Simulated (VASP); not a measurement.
# Al3VF (P4mm) in VASP: further runs

The runs below take Al3VF through single point, with PBE.

All numbers are computed with VASP 6.6.1; they aren't measurements. Logs are shortened: lines on timing, memory, paths and dates and some standing lists are left out, and cuts for length are marked.

### Step 1. The cell of the first run

Symmetry: P4mm, No. 99, tetragonal system. Conventional cell: a = 3.774 Å, b = 3.774 Å, c = 4.780 Å, α = 90.00°, β = 90.00°, γ = 90.00°. Al (site symmetry 2mm) has 2 V at 2.04 Å and 6 Al at 2.66 to 2.67 Å within 2.7 Å. Within 2.8 Å of Al (site symmetry 4mm) lie 2 V at 2.12 to 2.66 Å and 4 Al at 2.66 Å and 4 F at 2.72 Å. Within 2.7 Å of V (site symmetry 4mm) lie 6 Al at 2.04 to 2.66 Å. Within 3.6 Å of F (site symmetry 4mm) lie 12 Al at 2.72 to 3.05 Å and 4 V at 3.11 Å.

The cell was generated, and may not be a known phase.

### Step 2. Single point, PBE, collinear spin, ferromagnetic start

File INCAR:

```
SYSTEM = Al3VF
ALGO     = Normal         ! electronic algorithm
EDIFF    = 1E-6           ! SCF threshold, eV
ENCUT    = 600            ! plane-wave cutoff, eV
GGA      = PE             ! functional
GGA_COMPAT= .FALSE.      
ISIF     = 2              ! what is computed and relaxed
ISMEAR   = 0              ! smearing method
ISPIN    = 2              ! spin polarisation
LASPH    = .TRUE.         ! aspherical terms in the spheres
LCHARG   = .FALSE.        ! write CHGCAR
LMAXMIX  = 4              ! l up to which the mixer works
LORBIT   = 11             ! projections on sites
LREAL    = .FALSE.        ! projectors in reciprocal space
LWAVE    = .FALSE.        ! write WAVECAR
MAGMOM   = 0 0 0 2 0      ! initial moments
NBANDS   = 26             ! bands
NELM     = 200            ! most SCF steps
PREC     = Accurate       ! precision mode
SIGMA    = 0.1            ! smearing width, eV
```

File KPOINTS:

```
k-points
0
G
  4 4 4
  0 0 0
```

File POSCAR:

```
Al3VF
1.0
    3.7735161600      0.0000000000      0.0000000000
    0.0000000000      3.7735161600      0.0000000000
    0.0000000000      0.0000000000      4.7804168600
Al V F
3 1 1
Direct
    0.0000000000      0.5000000000      0.5000000000
    0.5000000000      0.0000000000      0.5000000000
    0.5000000000      0.5000000000      0.1076000000
    0.5000000000      0.5000000000      0.6650000200
    0.0000000000      0.0000000000      0.0000000000
```

Potentials or basis: VASP PAW PBE potentials, release 64 (Al, V_sv, F).

On the command line:

```console
$ cat potpaw_PBE.64/Al/POTCAR potpaw_PBE.64/V_sv/POTCAR potpaw_PBE.64/F/POTCAR > POTCAR
$ mpirun -np 1 vasp_std > vasp.out
```

OUTCAR:

```text
SYSTEM = Al3VF
   EDIFF = 1E-6
   ENCUT = 600
   GGA = PE
   ISIF = 2
   ISMEAR = 0
   ISPIN = 2
   LASPH = .TRUE.
   LORBIT = 11
   LREAL = .FALSE.
   NELM = 200
   PREC = Accurate

 ion  position               nearest neighbor table
   1  0.000  0.500  0.500-   4 2.04   4 2.04   3 2.66   3 2.66   2 2.67   2 2.67   2 2.67   2 2.67

   2  0.500  0.000  0.500-   4 2.04   4 2.04   3 2.66   3 2.66   1 2.67   1 2.67   1 2.67   1 2.67

   3  0.500  0.500  0.108-   4 2.12   2 2.66   1 2.66   2 2.66   1 2.66   4 2.66
   4  0.500  0.500  0.665-   1 2.04   2 2.04   2 2.04   1 2.04   3 2.12   3 2.66
   5  0.000  0.000  0.000-

  LATTYP: Found a simple tetragonal cell.
 ALAT       =     3.7735161600
 C/A-ratio  =     1.2668335466

  Lattice vectors:

 A1 = (   3.7735161600,   0.0000000000,   0.0000000000)
 A2 = (   0.0000000000,   3.7735161600,   0.0000000000)
 A3 = (   0.0000000000,   0.0000000000,   4.7804168600)

Analysis of symmetry for initial positions (statically):
=====================================================================
 Subroutine PRICEL returns:
 Original cell was already a primitive cell.

 Routine SETGRP: Setting up the symmetry group for a
 simple tetragonal supercell.

 Subroutine GETGRP returns: Found  8 space group operations
 (whereof  8 operations were pure point group operations)
 out of a pool of 16 trial point group operations.

The static configuration has the point symmetry C_4v.

Analysis of symmetry for dynamics (positions and initial velocities):
=====================================================================
 Subroutine PRICEL returns:
 Original cell was already a primitive cell.

 Routine SETGRP: Setting up the symmetry group for a
 simple tetragonal supercell.

 Subroutine GETGRP returns: Found  8 space group operations
 (whereof  8 operations were pure point group operations)
 out of a pool of 16 trial point group operations.

The dynamic configuration has the point symmetry C_4v.

Analysis of structural, dynamic, and magnetic symmetry:
=====================================================================
 Subroutine PRICEL returns:
 Original cell was already a primitive cell.

 Routine SETGRP: Setting up the symmetry group for a
 simple tetragonal supercell.

 Subroutine GETGRP returns: Found  8 space group operations
 (whereof  8 operations were pure point group operations)
 out of a pool of 16 trial point group operations.

The overall configuration has the point symmetry C_4v.

 Subroutine INISYM returns: Found  8 space group operations
[... 125 lines left out ...]
   LEPSILON=     F    determine dielectric tensor
   LRPA    =     F    only Hartree local field effects (RPA)
 spin polarized calculation
 Gauss-broadening in eV      SIGMA  =   0.10
  energy-cutoff  :      600.00
  volume of cell :       68.07
 maximum number of plane-waves:      2307
   NGX = 15   NGY = 15   NGZ = 19

 number of electron      29.0000000 magnetization       0.1652141

 Free energy of the ion-electron system (eV)
  ---------------------------------------------------
  ext. energy  EPLUGINS =         0.00000000
  ---------------------------------------------------
  free energy    TOTEN  =       -15.88191223 eV

  energy without entropy =      -15.86437441  energy(sigma->0) =      -15.87314332

 E-fermi :   7.1603     XC(G=0): -10.7062

 val. band max:        7.1584099790   @ k =   0.5000   0.0000   0.0000
 cond. band min:       7.1676991832   @ k =   0.5000   0.2500   0.2500
 fundamental gap:      0.0092892042
 Fermi energy:         7.1602507164

 spin component 1

 k-point     1 :       0.0000    0.0000    0.0000
  band No.  band energies     occupation
      1     -55.3462      1.00000
      2     -29.5115      1.00000
      3     -29.5115      1.00000
      4     -29.4090      1.00000
      5     -15.3360      1.00000
      6      -1.6480      1.00000
[... 511 lines left out ...]
     25      19.0515      0.00000
     26      19.0515      0.00000
 Fermi energy:         7.1602507164

 spin component 2

 k-point     1 :       0.0000    0.0000    0.0000
  band No.  band energies     occupation
      1     -55.2370      1.00000
      2     -29.3876      1.00000
      3     -29.3876      1.00000
      4     -29.3312      1.00000
      5     -15.3227      1.00000
      6      -1.6353      1.00000
[... 511 lines left out ...]
     25      19.0774      0.00000
     26      19.0774      0.00000

------------------------ aborting loop because EDIFF is reached ----------------------------------------

  FORCE on cell =-STRESS in cart. coord.  units (eV):
  Direction    XX          YY          ZZ          XY          YZ          ZX
  --------------------------------------------------------------------------------------
  -------------------------------------------------------------------------------------
  Total       21.2728000     21.2728000     21.3135447      0.0000000      0.0000000     -0.0000000
  in kB      500.6993659    500.6993659    501.6583776      0.0000000      0.0000000     -0.0000000
  external PRESSURE =     501.0190365 kB  Pullay stress =       0.0000000 kB

 VOLUME and BASIS-vectors are now :
 -----------------------------------------------------------------------------
  energy-cutoff  :      600.00
  volume of cell :       68.07
      direct lattice vectors                 reciprocal lattice vectors
     3.773516160  0.000000000  0.000000000     0.265004828  0.000000000  0.000000000
     0.000000000  3.773516160  0.000000000     0.000000000  0.265004828  0.000000000
     0.000000000  0.000000000  4.780416860     0.000000000  0.000000000  0.209186778

 POSITION                                       TOTAL-FORCE (eV/Angst)
 -----------------------------------------------------------------------------------
      0.00000      1.88676      2.39021        -0.000000     -0.000000     -3.928028
      1.88676      0.00000      2.39021        -0.000000     -0.000000     -3.928028
      1.88676      1.88676      0.51437        -0.000000     -0.000000      4.985919
      1.88676      1.88676      3.17898         0.000000      0.000000      2.184889
      0.00000      0.00000      0.00000        -0.000000     -0.000000      0.685247
 -----------------------------------------------------------------------------------
    total drift:                                0.000000      0.000000      0.000313

  FREE ENERGIE OF THE ION-ELECTRON SYSTEM (eV)
  ---------------------------------------------------
  free  energy   TOTEN  =       -15.8819122309 eV

  energy  without entropy=      -15.8643744088  energy(sigma->0) =      -15.87314332

 total charge

# of ion       s       p       d       tot
------------------------------------------
    1        0.554   0.472   0.000   1.026
    2        0.554   0.472   0.000   1.026
    3        0.544   0.338   0.000   0.882
    4        2.388   6.255   4.002  12.645
    5        1.755   4.236   0.000   5.992
--------------------------------------------------
tot          5.795  11.773   4.002  21.570

 magnetization (x)

# of ion       s       p       d       tot
------------------------------------------
    1       -0.000   0.002   0.000   0.002
    2       -0.000   0.002   0.000   0.002
    3       -0.001   0.000   0.000  -0.001
    4        0.001   0.003   0.124   0.129
    5        0.000   0.007   0.000   0.007
--------------------------------------------------
tot          0.001   0.014   0.124   0.138
```

Run time: 88 s. Hardware: 1 thread of Intel Xeon Platinum 8259CL at 2.50GHz (Skylake/Cascade Lake), shared host; peak memory 0.24 GiB.

What came out:

```yaml
Free_energy: -15.8819 eV
Pressure: 50.1 GPa
Largest_force: 4.986 eV/Å
Net_moment: 0.17 μB per cell
Site_moments: Al +0.00, -0.00 (each value once); V +0.13; F +0.01 μB
Valence_electrons_inside_the_program's_atomic_spheres: Al 1.03, 0.88 (each value once); V 12.64; F 5.99
```

Forces on the atoms (eV/Å):
```
Al   0.000  0.000 -3.928
Al   0.000  0.000 -3.928
Al   0.000  0.000  4.986
V    0.000  0.000  2.185
F    0.000  0.000  0.685
```

Levels at points of the mesh, in eV from the Fermi level:
Spin up:
| k point | band 12 | band 13 | band 14 | band 15 | band 16 | band 17 | band 18 | band 19 |
| --- | --- | --- | --- | --- | --- | --- | --- | --- |
| (0.00, 0.00, 0.00) | -1.10 | -1.10 | -0.74 | 0.23 | 2.41 | 2.41 | 2.57 | 3.55 |
| (0.50, 0.00, 0.00) | -0.63 | -0.60 | -0.51 | 0.00 | 0.82 | 1.56 | 2.59 | 3.36 |
| (0.50, 0.50, 0.00) | -3.11 | -0.02 | 0.35 | 0.50 | 0.50 | 1.57 | 2.09 | 2.09 |
| (0.00, 0.00, 0.50) | -1.26 | -1.26 | -1.26 | 0.26 | 2.89 | 2.90 | 2.90 | 4.19 |
| (0.50, 0.00, 0.50) | -1.38 | -0.95 | -0.79 | -0.77 | 0.29 | 2.07 | 4.58 | 5.35 |
| (0.50, 0.50, 0.50) | -1.99 | -1.70 | 0.36 | 0.37 | 0.46 | 0.46 | 2.32 | 2.46 |
Spin down:
```tsv
k point	band 11	band 12	band 13	band 14	band 15	band 16	band 17	band 18
(0.00, 0.00, 0.00)	-2.16	-1.05	-1.05	-0.72	0.40	2.46	2.46	2.61
(0.50, 0.00, 0.00)	-2.43	-0.53	-0.50	-0.44	0.05	0.86	1.56	2.63
(0.50, 0.50, 0.00)	-3.08	-3.08	0.05	0.41	0.57	0.57	1.61	2.11
(0.00, 0.00, 0.50)	-1.99	-1.21	-1.21	-1.21	0.43	2.88	2.96	2.96
(0.50, 0.00, 0.50)	-1.68	-1.35	-0.89	-0.73	-0.66	0.35	2.13	4.64
(0.50, 0.50, 0.50)	-3.60	-1.94	-1.66	0.41	0.45	0.51	0.51	2.40
```

Caveat: the k points lie up to 0.42 Å⁻¹ apart; forces of over 1 eV/Å act on the atoms, so gaps and moduli don't describe the material at rest. With open d or f shells a metallic result of PBE can be an artefact of self-interaction; +U or a hybrid may open a gap.

### Step 3. Single point, PBE

This run uses another cell than the first one, of 22.10 Å³/atom.

File INCAR:

```
  PREC = Accurate
  ENCUT = 600
  EDIFF = 1E-6
  ISMEAR = 0
  SIGMA = 0.1
  LREAL = F
  LASPH = T
  NELM = 120
  ALGO = Normal
  ISIF = 2
  LWAVE = F
  LCHARG = F
  GGA = PE
  NBANDS = 22
  GGA_COMPAT = F
```

File KPOINTS:

```
regular mesh
0
Gamma
  8 8 8
```

File POSCAR:

```
Al3VF
1.0
    4.6313034722      0.0000000000      0.0000000000
    0.0000000000      4.6313034722      0.0000000000
    0.0000000000      0.0000000000      5.1522070061
Al V F
3 1 1
Direct
    0.0000000000      0.5000000000      0.3865310059
    0.5000000000      0.0000000000      0.3865310059
    0.5000000000      0.5000000000      0.0989092047
    0.5000000000      0.5000000000      0.5882625279
    0.0000000000      0.0000000000      0.3123662757
```

Potentials or basis: VASP PAW PBE potentials, release 64 (Al, V_sv, F).

On the command line:

```console
$ cat potpaw_PBE.64/Al/POTCAR potpaw_PBE.64/V_sv/POTCAR potpaw_PBE.64/F/POTCAR > POTCAR
$ mpirun -np 1 vasp_std > vasp.out
```

Wall time 3.7 min (1 thread of Intel Xeon Platinum 8259CL at 2.50GHz (Skylake/Cascade Lake), shared host); peak memory 0.39 GiB.

The run converged. Its results:

```
Free energy            : -22.0425 eV
Pressure               : -0.1 GPa
Largest force          : 0.016 eV/Å
Band gap on the k mesh : zero (an odd number of electrons rules out a gap without spin polarisation)
```

Forces in eV/Å, atoms in the order of the input:
```
Al   0.000  0.000 -0.004
Al   0.000  0.000 -0.004
Al   0.000  0.000 -0.011
V    0.000  0.000  0.016
F    0.000  0.000  0.003
```

Levels at points of the mesh, in eV from the Fermi level:
```
           k point  band 10  band 11  band 12  band 13  band 14  band 15  band 16  band 17  band 18  band 19
(0.00, 0.00, 0.00)    -2.58    -2.23    -1.08    -1.08    -0.70     0.29     1.11     1.11     1.24     1.43
(0.50, 0.00, 0.00)    -4.52    -2.04    -1.40    -0.47    -0.04     0.15     0.20     1.16     1.19     1.59
(0.50, 0.50, 0.00)    -2.67    -2.67    -0.80    -0.68    -0.09     0.09     0.09     0.81     1.06     1.06
(0.00, 0.00, 0.50)    -3.40    -2.39    -1.29    -1.29    -0.88     0.32     0.77     2.22     2.22     3.02
(0.50, 0.00, 0.50)    -4.32    -3.17    -1.59    -1.09    -0.80    -0.12     0.17     1.29     2.35     2.46
(0.50, 0.50, 0.50)    -2.56    -2.56    -2.09    -0.78    -0.78    -0.58    -0.07    -0.06     1.39     1.39
```

Caveat: the run has no spin polarisation, though such a crystal can be magnetic.
